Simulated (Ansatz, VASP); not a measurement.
**Mg in VASP and in Ansatz**

File INCAR:

```
PREC = Accurate
ENCUT = 520
EDIFF = 1E-7
ISMEAR = 1
SIGMA = 0.1
LREAL = False
LASPH = True
NELM = 80
ALGO = Normal
ISIF = 2
LWAVE = False
LCHARG = True
LDIPOL = True
IDIPOL = 3
DIPOL = 0.5 0.5 0.500
GGA = PS
LELF = True
LVHAR = True
LVACPOTAV = True
NBANDS = 12
```

KPOINTS

```
regular mesh
0
Gamma
  7 7 1
```

File POSCAR:

```
Mg
1.0
    3.2093000000      0.0000000000      0.0000000000
   -1.6046500000      2.7793353300      0.0000000000
    0.0000000000      0.0000000000     19.8154500000
Mg
4
Direct
    0.3333333333      0.6666666667      0.3027940319
    0.6666666667      0.3333333333      0.4342646773
    0.3333333333      0.6666666667      0.5657353227
    0.6666666667      0.3333333333      0.6972059681
```

Input for Ansatz:

```yaml
crystal:
  lattice:
    - [3.2093, 0.0, 0.0]
    - [-1.60465, 2.7793353299999994, 0.0]
    - [0.0, -0.0, 19.81545]
  atoms:
    - { symbol: Mg, position: [0.3333333333333334, 0.6666666666666669, 0.30279403192963067] }
    - { symbol: Mg, position: [0.6666666666666666, 0.3333333333333334, 0.43426467730987683] }
    - { symbol: Mg, position: [0.3333333333333334, 0.6666666666666669, 0.5657353226901232] }
    - { symbol: Mg, position: [0.6666666666666666, 0.3333333333333334, 0.6972059680703693] }
basis:
  ecutwfc: 517.016338673772
kpoints:
  mp_grid:
    grid: [7, 7, 1]
hamiltonian:
  xc: pbesol
efield:
  axis: 3
  dipole_correction: true
scf:
  occupations:
    method: cold
    width: 0.1
output:
  write_potential: true
  forces: true
```

Alike in both runs: task single point; functional PBEsol; k mesh 7 × 7 × 1; no spin polarisation.

```csv
,VASP,Ansatz
version,VASP 6.6.1,Ansatz 0.2.0
potentials or method,"VASP PAW PBE potentials, release 64 (Mg), cutoff 520 eV","plane waves, PAW"
occupations,"methfessel-paxton of order 1, width 0.1 eV","cold, width 0.1 eV"
valence electrons in the cell,8,40
```

VASP gave:

* gap on the k mesh at the Fermi level (eV): none
* rms of the force components (eV/Å): 0.023

Task: Estimate Ansatz's values.

Result: gap on the k mesh at the Fermi level (eV): none; rms of the force components (eV/Å): 0.030.

VASP's potentials were made for PBE, not for PBEsol. Atom by atom the forces differ by 0.007 eV/Å (rms over components). A gap of «none» marks a metal or a gap that the smearing closes. VASP's potentials hold 8 valence electrons a cell and Ansatz's 40, so a difference there can come from the potentials and not from the codes. Ansatz's warnings: vacuum density over bound, xc potential rough in thin density.
